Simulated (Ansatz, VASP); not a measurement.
**Al3Cu2: VASP beside Ansatz**

```xyz
5
Lattice="4.0920 0.0000 0.0000 -2.0460 3.5437 0.0000 0.0000 0.0000 4.9928" Properties=species:S:1:pos:R:3 pbc="T T T"
Al    0.0000    0.0000    0.0000
Al    0.0000    2.3625    1.7471
Al    2.0460    1.1812    3.2457
Cu    0.0000    2.3625    4.1915
Cu    2.0460    1.1812    0.8013
```

Alike in both runs: task single point; functional PBEsol; k mesh 18 × 18 × 14; occupations gaussian, width 0.1 eV; no spin polarisation.

|  | VASP | Ansatz |
| --- | --- | --- |
| version | VASP 6.6.1 | Ansatz 0.2.0 |
| potentials or method | VASP PAW PBE potentials, release 64 (Al, Cu), cutoff 520 eV | scalar-relativistic, plane waves, PAW |
| valence electrons in the cell | 31 | 47 |

|  | VASP | Ansatz | Ansatz less VASP |
| --- | --- | --- | --- |
| gap on the k mesh at the Fermi level (eV) | none | none | - |
| pressure (GPa) | 0.9 | 0.1 | -0.80 |
| traceless stress, the component that is largest in VASP (GPa) | -0.30 | -0.32 | -0.021 |
| rms of the force components (eV/Å) | 0.025 | 0.025 | -0.0004 |

VASP's potentials were made for PBE, not for PBEsol. Atom by atom the forces differ by 0.002 eV/Å (rms over components). A gap of «none» marks a metal or a gap that the smearing closes. VASP's potentials hold 31 valence electrons a cell and Ansatz's 47, so a difference there can come from the potentials and not from the codes.
